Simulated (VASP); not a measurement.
# Pt (Fm-3m) in VASP: a series of runs

Runs on Pt. Level: PBEsol. Tasks: single point.

Everything below comes from runs of VASP 6.6.1. Logs are shortened: lines on timing, memory, paths and dates and some standing lists are left out, and cuts for length are marked.

## 1. The cell of the first run

The structure is cubic, space group Fm-3m (No. 225). Conventional cell: a = 3.916 Å, b = 3.916 Å, c = 3.916 Å, α = 90.00°, β = 90.00°, γ = 90.00°. Pt (site symmetry m-3m) has 12 Pt at 2.77 Å within 3.6 Å.

## 2. Single point, PBEsol

File INCAR:

```
SYSTEM = Pt
PREC = Accurate
ENCUT = 520
EDIFF = 1E-6
ISMEAR = 0
SIGMA = 0.1
LREAL = .FALSE.
LASPH = .TRUE.
NELM = 100
ALGO = Normal
ISIF = 2
LWAVE = .FALSE.
LCHARG = .TRUE.
GGA = PS
LELF = .TRUE.
LVHAR = .TRUE.
NBANDS = 11
```

File KPOINTS:

```
Automatic mesh
0
G
  8 8 8
  0 0 0
```

File POSCAR:

```
Pt
1.0
    0.0000000000      1.9578849164      1.9578849164
    1.9578849164      0.0000000000      1.9578849164
    1.9578849164      1.9578849164      0.0000000000
Pt
1
Direct
    0.0000000000      0.0000000000      0.0000000000
```

Potentials or basis: VASP PAW PBE potentials, release 64 (Pt).

Command:

```bash
cat potpaw_PBE.64/Pt/POTCAR > POTCAR
mpirun -np 1 vasp_std > vasp.out
```

OUTCAR:

```text
SYSTEM = Pt
   PREC = Accurate
   ENCUT = 520
   EDIFF = 1E-6
   ISMEAR = 0
   LREAL = .FALSE.
   LASPH = .TRUE.
   NELM = 100
   ISIF = 2
   GGA = PS

 ion  position               nearest neighbor table
   1  0.000  0.000  0.000-

  LATTYP: Found a face centered cubic cell.
 ALAT       =     3.9157698328

  Lattice vectors:

 A1 = (   0.0000000000,   1.9578849164,   1.9578849164)
 A2 = (   1.9578849164,   0.0000000000,   1.9578849164)
 A3 = (   1.9578849164,   1.9578849164,   0.0000000000)

Analysis of symmetry for initial positions (statically):
=====================================================================
 Subroutine PRICEL returns:
 Original cell was already a primitive cell.

 Routine SETGRP: Setting up the symmetry group for a
 face centered cubic supercell.

 Subroutine GETGRP returns: Found 48 space group operations
 (whereof 48 operations were pure point group operations)
 out of a pool of 48 trial point group operations.

The static configuration has the point symmetry O_h .

Analysis of symmetry for dynamics (positions and initial velocities):
=====================================================================
 Subroutine PRICEL returns:
 Original cell was already a primitive cell.

 Routine SETGRP: Setting up the symmetry group for a
 face centered cubic supercell.

 Subroutine GETGRP returns: Found 48 space group operations
 (whereof 48 operations were pure point group operations)
 out of a pool of 48 trial point group operations.

The dynamic configuration has the point symmetry O_h .

 Subroutine INISYM returns: Found 48 space group operations
 (whereof 48 operations are pure point group operations),
 and found     1 'primitive' translations

----------------------------------------------------------------------------------------

                                     Primitive cell

  volume of cell :      15.0104

  direct lattice vectors                    reciprocal lattice vectors
     0.000000000  1.957884916  1.957884916    -0.255377625  0.255377625  0.255377625
     1.957884916  0.000000000  1.957884916     0.255377625 -0.255377625  0.255377625
     1.957884916  1.957884916  0.000000000     0.255377625  0.255377625 -0.255377625

  length of vectors
     2.768867402  2.768867402  2.768867402     0.442327022  0.442327022  0.442327022

  position of ions in fractional coordinates (direct lattice)
     0.000000000  0.000000000  0.000000000

  ion indices of the primitive-cell ions
   primitive index   ion index
                 1           1

----------------------------------------------------------------------------------------

 KPOINTS: Automatic mesh

Automatic generation of k-mesh.
 Grid dimensions read from file:
 generate k-points for:    8    8    8

 Generating k-lattice:

  Cartesian coordinates                     Fractional coordinates (reciprocal lattice)
    -0.031922203  0.031922203  0.031922203     0.125000000  0.000000000  0.000000000
     0.031922203 -0.031922203  0.031922203     0.000000000  0.125000000  0.000000000
     0.031922203  0.031922203 -0.031922203     0.000000000  0.000000000  0.125000000

  Length of vectors
     0.055290878  0.055290878  0.055290878

  Shift w.r.t. Gamma in fractional coordinates (k-lattice)
     0.000000000  0.000000000  0.000000000

 Subroutine IBZKPT returns following result:
 ===========================================

 Found     29 irreducible k-points:

 Following reciprocal coordinates:
            Coordinates               Weight
  0.000000  0.000000  0.000000      1.000000
  0.125000  0.000000  0.000000      8.000000
  0.250000  0.000000  0.000000      8.000000
  0.375000  0.000000  0.000000      8.000000
  0.500000  0.000000  0.000000      4.000000
  0.125000  0.125000  0.000000      6.000000
[... 16 lines left out ...]
  0.500000  0.250000  0.125000     48.000000
 -0.375000  0.250000  0.125000     24.000000
 [... further k-points ...]
   k-points           NKPTS =     29   k-points in BZ     NKDIM =     29   number of bands    NBANDS=     11
   number of dos      NEDOS =    301   number of ions     NIONS =      1
   total plane-waves  NPLWV =  13824
   dimension x,y,z NGX =    24 NGY =   24 NGZ =   24
   dimension x,y,z NGXF=    48 NGYF=   48 NGZF=   48
   ions per type =               1
   NGX,Y,Z   is equivalent  to a cutoff of  14.41, 14.41, 14.41 a.u.
   NGXF,Y,Z  is equivalent  to a cutoff of  28.82, 28.82, 28.82 a.u.
 SYSTEM =  Pt
   PREC   = accura    normal or accurate (medium, high low for compatibility)
   ISTART =      0    job   : 0-new  1-cont  2-samecut
   ICHARG =      2    charge: 1-file 2-atom 10-const
   ISPIN  =      1    spin polarized calculation?
   LNONCOLLINEAR =      F non collinear calculations
   LSORBIT =      F    spin-orbit coupling
   LASPH  =      T    aspherical Exc in radial PAW
   ENCUT  =  520.0 eV  38.22 Ry    6.18 a.u.   5.15  5.15  5.15*2*pi/ulx,y,z
   NELM   =    100;   NELMIN=  2; NELMDL= -5     # of ELM steps
   EDIFF  = 0.1E-05   stopping-criterion for ELM
   LREAL  =      F    real-space projection
   EDIFFG = 0.1E-04   stopping-criterion for IOM
   NSW    =      0    number of steps for IOM
   IBRION =     -1    ionic relax: 0-MD 1-quasi-New 2-CG
   NFREE  =      0    steps in history (QN), initial steepest desc. (CG)
   ISIF   =      2    stress and relaxation
   ISYM   =      2    0-nonsym 1-usesym 2-fastsym
   POTIM  = 0.5000    time-step for ionic-motion
   TEBEG  =    0.0;   TEEND  =   0.0 temperature during run
   PSTRESS=    0.0 pullay stress
   NELECT =      10.0000    total number of electrons
   NUPDOWN=      -1.0000    fix difference up-down
   EMIN   =  10.00;   EMAX   =-10.00  energy-range for DOS
   EFERMI =   0.00;   METHOD = LEGACY
   ISMEAR =     0;   SIGMA  =   0.10  broadening in eV -4-tet -1-fermi 0-gaus
   EFERMI_NEDOS =   21; number of points for ismear=-14 and -15
   IALGO  =     38    algorithm
   IMIX   =      4    mixing-type and parameters
     AMIX     =   0.40;   BMIX     =  1.00
     AMIX_MAG =   1.60;   BMIX_MAG =  1.00
  volume/ion in A,a.u.               =      15.01       101.29
  Fermi-wavevector in a.u.,A,eV,Ry     =   1.429808  2.701945 27.815076  2.044350
  Thomas-Fermi vector in A             =   2.549721
   LORBIT       =      0    0 simple, 1 ext, 2 COOP (PROOUT), +10 PAW based schemes
   GGA     = PS    functional components
   LHFCALC =     F    Hartree Fock is set to
   AEXX    =    0.0000 exact exchange contribution
   IVDW    =     0    specifies the selected vdW correction
   LEPSILON=     F    determine dielectric tensor
   LRPA    =     F    only Hartree local field effects (RPA)
 non-spin polarized calculation
 Gauss-broadening in eV      SIGMA  =   0.10
  energy-cutoff  :      520.00
  volume of cell :       15.01
 maximum number of plane-waves:       415
 NGX is ok and might be reduce to    24
   NGX = 11   NGY = 11   NGZ = 11

 number of electron      10.0000000 magnetization

 number of electron       9.9999999 magnetization

 Free energy of the ion-electron system (eV)
  ---------------------------------------------------
  ext. energy  EPLUGINS =         0.00000000
  ---------------------------------------------------
  free energy    TOTEN  =        -6.95670744 eV

  energy without entropy =       -6.94791950  energy(sigma->0) =       -6.95231347

 E-fermi :  11.1208     XC(G=0): -13.6617

 val. band max:       10.9771621802   @ k =  -0.3750   0.3750   0.0000
 cond. band min:      11.1213308227   @ k =  -0.2500   0.1250   0.0000
 fundamental gap:      0.1441686425
 Fermi energy:        11.1208298109

 k-point     1 :       0.0000    0.0000    0.0000
  band No.  band energies     occupation
      1       0.8389      2.00000
      2       7.3262      2.00000
      3       7.3262      2.00000
      4       7.3262      2.00000
      5       9.5159      2.00000
      6       9.5159      2.00000
      7      25.8038      0.00000
      8      30.7851      0.00000
      9      30.7851      0.00000
     10      30.7851      0.00000
     11      36.1092      0.00000

 k-point     2 :       0.1250    0.0000    0.0000
  band No.  band energies     occupation
      1       1.4526      2.00000
      2       7.0805      2.00000
      3       7.5475      2.00000
      4       7.5475      2.00000
      5       9.4131      2.00000
      6       9.4131      2.00000
      7      26.7040      0.00000
      8      28.3106      0.00000
      9      31.7313      0.00000
     10      31.7313      0.00000
     11      37.4493      0.00000

 k-point     3 :       0.2500    0.0000    0.0000
  band No.  band energies     occupation
      1       2.8963      2.00000
      2       6.9672      2.00000
      3       7.7056      2.00000
      4       7.7056      2.00000
      5       9.6898      2.00000
      6       9.6898      2.00000
      7      24.4676      0.00000
      8      27.5571      0.00000
      9      33.8487      0.00000
     10      33.8487      0.00000
     11      34.7121      0.00000

 k-point     4 :       0.3750    0.0000    0.0000
  band No.  band energies     occupation
      1       3.7045      2.00000
      2       7.4257      2.00000
      3       7.4257      2.00000
      4       8.6121      2.00000
      5      10.6565      2.00000
      6      10.6565      2.00000
      7      19.9475      0.00000
      8      26.0627      0.00000
      9      31.5885      0.00000
     10      31.5885      0.00000
     11      37.6351      0.00000
[... 239 lines left out ...]
 k-point    22 :       0.3750    0.2500    0.1250
  band No.  band energies     occupation
      1       4.1849      2.00000
      2       5.9935      2.00000
      3       7.3130      2.00000
      4       9.0010      2.00000
      5       9.0933      2.00000
      6      11.1724      0.46624
      7      24.6857      0.00000
      8      26.9356      0.00000
      9      29.1400      0.00000
     10      31.4101      0.00000
     11      35.4886      0.00000

 k-point    23 :       0.5000    0.2500    0.1250
  band No.  band energies     occupation
      1       5.0184      2.00000
      2       6.4952      2.00000
      3       6.7854      2.00000
      4       8.7085      2.00000
      5      10.4061      2.00000
      6      13.0825      0.00000
      7      20.4302      0.00000
      8      25.5744      0.00000
      9      27.4010      0.00000
     10      31.6789      0.00000
     11      35.5049      0.00000

 k-point    24 :      -0.3750    0.2500    0.1250
  band No.  band energies     occupation
      1       5.0441      2.00000
      2       6.2912      2.00000
      3       7.6598      2.00000
      4       8.4433      2.00000
      5      10.9614      1.97588
      6      15.5738      0.00000
      7      16.6718      0.00000
      8      25.9046      0.00000
      9      26.2616      0.00000
     10      30.3442      0.00000
     11      37.4190      0.00000

 [... further k-points ...]

------------------------ aborting loop because EDIFF is reached ----------------------------------------

  FORCE on cell =-STRESS in cart. coord.  units (eV):
  Direction    XX          YY          ZZ          XY          YZ          ZX
  --------------------------------------------------------------------------------------
  -------------------------------------------------------------------------------------
  Total       -0.0515911     -0.0515911     -0.0515911      0.0000000      0.0000000      0.0000000
  in kB       -5.5067353     -5.5067353     -5.5067353      0.0000000      0.0000000      0.0000000
  external PRESSURE =      -5.5067353 kB  Pullay stress =       0.0000000 kB

 VOLUME and BASIS-vectors are now :
 -----------------------------------------------------------------------------
  energy-cutoff  :      520.00
  volume of cell :       15.01
      direct lattice vectors                 reciprocal lattice vectors
     0.000000000  1.957884916  1.957884916    -0.255377625  0.255377625  0.255377625
     1.957884916  0.000000000  1.957884916     0.255377625 -0.255377625  0.255377625
     1.957884916  1.957884916  0.000000000     0.255377625  0.255377625 -0.255377625

 POSITION                                       TOTAL-FORCE (eV/Angst)
 -----------------------------------------------------------------------------------
      0.00000      0.00000      0.00000        -0.000000     -0.000000      0.000000
 -----------------------------------------------------------------------------------
    total drift:                               -0.000000      0.000000      0.000000

  FREE ENERGIE OF THE ION-ELECTRON SYSTEM (eV)
  ---------------------------------------------------
  free  energy   TOTEN  =        -6.9567074362 eV

  energy  without entropy=       -6.9479195008  energy(sigma->0) =       -6.95231347
```

Run time: 3 s. Hardware: 1 thread of Intel Xeon 6975P-C (Granite Rapids), shared host; peak memory 0.14 GiB.

What came out:

```yaml
Free_energy: -6.9567 eV
Pressure: -0.6 GPa
Band_gap_on_the_k_mesh: zero (band 5 reaches 11.65 eV, above the bottom of band 6 at 9.41 eV)
```

Levels at points of the mesh, in eV from the Fermi level:
| k point | band 3 | band 4 | band 5 | band 6 | band 7 | band 8 |
| --- | --- | --- | --- | --- | --- | --- |
| (0.00, 0.00, 0.00) | -3.79 | -3.79 | -1.60 | -1.60 | 14.68 | 19.66 |
| (0.50, 0.00, 0.00) | -3.85 | -0.50 | 0.08 | 0.08 | 5.88 | 14.24 |
| (0.50, 0.50, 0.00) | 0.05 | 0.53 | 0.53 | 1.77 | 8.93 | 11.41 |

Caveat: the PAW data sets were made with another functional, which shifts forces and pressure a little; spin-orbit coupling is left out, which moves the levels of the heavy elements.

## 3. Single point, PBEsol

This run uses another cell than the first one, of 17.03 Å³/atom, 1.134 times its volume.

File INCAR:

```
SYSTEM = Pt
PREC = Accurate
ENCUT = 520
EDIFF = 1E-7
ISMEAR = 0
SIGMA = 0.1
LREAL = .FALSE.
LASPH = .TRUE.
NELM = 60
ALGO = Normal
ISIF = 2
LWAVE = .FALSE.
LCHARG = .FALSE.
GGA = PS
NBANDS = 11
```

File KPOINTS:

```
regular mesh
0
G
  8 8 8
  0 0 0
```

File POSCAR:

```
Pt
1.0
    0.0000000000      2.0418799349      2.0418799349
    2.0418799349      0.0000000000      2.0418799349
    2.0418799349      2.0418799349      0.0000000000
Pt
1
Direct
    0.0000000000      0.0000000000      0.0000000000
```

Potentials or basis: VASP PAW PBE potentials, release 64 (Pt).

Command:

```bash
cat potpaw_PBE.64/Pt/POTCAR > POTCAR
mpirun -np 1 vasp_std > vasp.out
```

OUTCAR:

```text
SYSTEM = Pt
   PREC = Accurate
   ENCUT = 520
   EDIFF = 1E-7
   ISMEAR = 0
   LREAL = .FALSE.
   LASPH = .TRUE.
   NELM = 60
   ISIF = 2
   GGA = PS

 ion  position               nearest neighbor table
   1  0.000  0.000  0.000-

  LATTYP: Found a face centered cubic cell.
 ALAT       =     4.0837598698

  Lattice vectors:

 A1 = (   0.0000000000,   2.0418799349,   2.0418799349)
 A2 = (   2.0418799349,   0.0000000000,   2.0418799349)
 A3 = (   2.0418799349,   2.0418799349,   0.0000000000)

[... 514 lines left out ...]
     11      33.7534      0.00000

 [... further k-points ...]

------------------------ aborting loop because EDIFF is reached ----------------------------------------

  FORCE on cell =-STRESS in cart. coord.  units (eV):
  Direction    XX          YY          ZZ          XY          YZ          ZX
  --------------------------------------------------------------------------------------
  -------------------------------------------------------------------------------------
  Total       -2.7754124     -2.7754124     -2.7754124     -0.0000000     -0.0000000      0.0000000
  in kB     -261.1665229   -261.1665229   -261.1665229     -0.0000000     -0.0000000      0.0000000
  external PRESSURE =    -261.1665229 kB  Pullay stress =       0.0000000 kB

 VOLUME and BASIS-vectors are now :
 -----------------------------------------------------------------------------
  energy-cutoff  :      520.00
  volume of cell :       17.03
      direct lattice vectors                 reciprocal lattice vectors
     0.000000000  2.041879935  2.041879935    -0.244872380  0.244872380  0.244872380
     2.041879935  0.000000000  2.041879935     0.244872380 -0.244872380  0.244872380
     2.041879935  2.041879935  0.000000000     0.244872380  0.244872380 -0.244872380

 POSITION                                       TOTAL-FORCE (eV/Angst)
 -----------------------------------------------------------------------------------
      0.00000      0.00000      0.00000         0.000000      0.000000      0.000000
 -----------------------------------------------------------------------------------
    total drift:                               -0.000000      0.000000     -0.000000

  FREE ENERGIE OF THE ION-ELECTRON SYSTEM (eV)
  ---------------------------------------------------
  free  energy   TOTEN  =        -6.7650205016 eV

  energy  without entropy=       -6.7528711647  energy(sigma->0) =       -6.75894583
```

stdout:

```text
POSCAR found type information on POSCAR Pt
 POSCAR found :  1 types and       1 ions
 scaLAPACK will be used
 -----------------------------------------------------------------------------
|                                                                             |
|                                                                             |
|     You enforced a specific xc type in the INCAR file but a different       |
|     I HOPE YOU KNOW WHAT YOU ARE DOING!                                     |
|                                                                             |
 -----------------------------------------------------------------------------

 LDA part: xc-table for (Slater+PW92), standard interpolation
 POSCAR, INCAR and KPOINTS ok, starting setup
 FFT: planning ... GRIDC
 FFT: planning ... GRID_SOFT
 FFT: planning ... GRID
 WAVECAR not read
 entering main loop
```

Wall time 2.9 s (1 thread of Intel Xeon 6975P-C (Granite Rapids), shared host); peak memory 0.13 GiB.

Results:

* Free energy: -6.7650 eV
* Pressure: -26.1 GPa
* Band gap on the k mesh: zero (band 5 reaches 9.26 eV, above the bottom of band 6 at 7.46 eV)

Levels at points of the mesh, in eV from the Fermi level:
| k point | band 1 | band 2 | band 3 | band 4 | band 5 | band 6 | band 7 | band 8 | band 9 | band 10 |
| --- | --- | --- | --- | --- | --- | --- | --- | --- | --- | --- |
| (0.00, 0.00, 0.00) | -8.93 | -3.08 | -3.08 | -3.08 | -1.30 | -1.30 | 14.94 | 19.22 | 19.22 | 19.22 |
| (0.50, 0.00, 0.00) | -6.13 | -3.12 | -3.12 | 0.01 | 0.05 | 0.05 | 4.98 | 14.46 | 18.12 | 18.12 |
| (0.50, 0.50, 0.00) | -5.82 | -5.43 | 0.03 | 0.41 | 0.41 | 2.02 | 7.64 | 11.00 | 11.00 | 18.70 |

Caveat: the PAW data sets were made with another functional, which shifts forces and pressure a little; spin-orbit coupling is left out, which moves the levels of the heavy elements.
